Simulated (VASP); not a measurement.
BN, 4 atoms in the cell. It takes space group P6_3/mmc (No. 194, hexagonal). The conventional cell has a = 2.498 Å, b = 2.498 Å, c = 6.636 Å, α = 90.00°, β = 90.00°, γ = 120.00°. Within 1.9 Å of N (site symmetry -6m2) lie 3 B at 1.44 Å. B (site symmetry -6m2) has 3 N at 1.44 Å within 1.9 Å. 

```yaml
Program: VASP 6.6.1
Task: single point
Functional: r2SCAN-based global hybrid with 25 % exact exchange
Potentials_or_basis: VASP PAW PBE potentials, release 64 (N, B)
Cutoff: 520 eV
k_mesh: 7 × 7 × 3
Occupations: fermi-dirac, width 0.05 eV
Spin: no spin polarisation
Dipole_correction: no
Grid_for_exact_exchange_PRECFOCK: Normal
Share_of_exact_exchange: 0.25
Further_INCAR_settings: ALGO = Normal; EDIFF = 1e-06; NBANDS = 16
```

Potentials or basis: VASP PAW PBE potentials, release 64 (N, B).

The run is started by

```console
$ cat potpaw_PBE.64/N/POTCAR potpaw_PBE.64/B/POTCAR > POTCAR
$ cp INCAR.step1 INCAR
$ mpirun -np 1 vasp_std > vasp.out
$ cp INCAR.step2 INCAR
$ mpirun -np 1 vasp_std > vasp.out
```

Hardware: 1 thread of Intel Xeon 8259CL, on a shared host.

**Question.** Estimate the wall time of this run.

**Answer.** It took 31 min on 1 thread of Intel Xeon 8259CL, on a shared host, peak memory 0.16 GiB. Counts: k points 16.
